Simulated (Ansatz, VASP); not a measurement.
Ni in VASP and in Ansatz

File INCAR:

```
SYSTEM = Ni
PREC = Accurate ; ENCUT = 600
EDIFF = 1E-6 ; ISMEAR = -1
SIGMA = 0.05 ; LREAL = .False.
LASPH = .True. ; NELM = 200
ALGO = Normal ; ISIF = 2
LWAVE = .False. ; LCHARG = .False.
ISPIN = 2 ; MAGMOM = 0.65 0.694 0.694
LORBIT = 11 ; LMAXMIX = 4
GGA = PE ; NBANDS = 26
GGA_COMPAT = .False.
```

File KPOINTS:

```
regular mesh
0
Gamma
  10 10 15
  0 0 0
```

File POSCAR:

```
Ni
1.0
    3.8815561666      0.0000000000      0.0000000000
   -1.9407780833      3.3615262465      0.0000000000
    0.0000000000      0.0000000000      2.3522272264
Ni
3
Direct
    0.0000000000      0.0000000000      0.0000000000
    0.3333333333      0.6666666667      0.5000000000
    0.6666666667      0.3333333333      0.5000000000
```

Input for Ansatz:

```yaml
crystal:
  lattice:
    - [3.8815561666, 0.0, 0.0]
    - [-1.9407780833, 3.3615262465, 0.0]
    - [0.0, 0.0, 2.3522272264]
  atoms:
    - { symbol: Ni, position: [0.0, 0.0, 0.0], spin: 0.65 }
    - { symbol: Ni, position: [0.3333333333, 0.6666666667, 0.5], spin: 0.694 }
    - { symbol: Ni, position: [0.6666666667, 0.3333333333, 0.5], spin: 0.694 }
hamiltonian:
  xc: pbe
  pseudopotentials:
    kind: paw
    azcp:
      Ni: "pseudopotentials/Ni.paw.azcp"
basis:
  ecutwfc: 420
  fft_grid_basis: typed
kpoints:
  mp_grid: { grid: [10, 10, 15], shift: [0, 0, 0] }
magnetization:
  spin_polarized: true
scf:
  occupations: { method: fermi_dirac, width: 0.05 }
  lower_state_search: "off"
output:
  stress: true
  write_density: true
  write_potential: true
  elf: true
  volumetric_format: npy
```

Alike in both runs: task single point; functional PBE; k mesh 10 × 10 × 15; occupations fermi-dirac, width 0.05 eV; collinear spin.

|  | VASP | Ansatz |
| --- | --- | --- |
| version | VASP 6.6.1 | Ansatz 0.2.0 |
| potentials or method | VASP PAW PBE potentials, release 64 (Ni), cutoff 600 eV | plane waves (420 eV) with PAW, scalar-relativistic |
| valence electrons in the cell | 30 | 54 |

|  | VASP | Ansatz | Ansatz less VASP |
| --- | --- | --- | --- |
| pressure (GPa) | 18.7 | 19.2 | +0.47 |
| traceless stress, the component that is largest in VASP (GPa) | -0.58 | -0.49 | +0.086 |
| net moment per atom (μB) | 0.60 | 0.61 | +0.012 |
| size of the moment on the site where the two differ most (μB) | 0.61 | 0.66 | +0.044 |

Site moments also hang on the region over which each program counts them. VASP's potentials hold 30 valence electrons a cell and Ansatz's 54, so a difference there can come from the potentials and not from the codes.
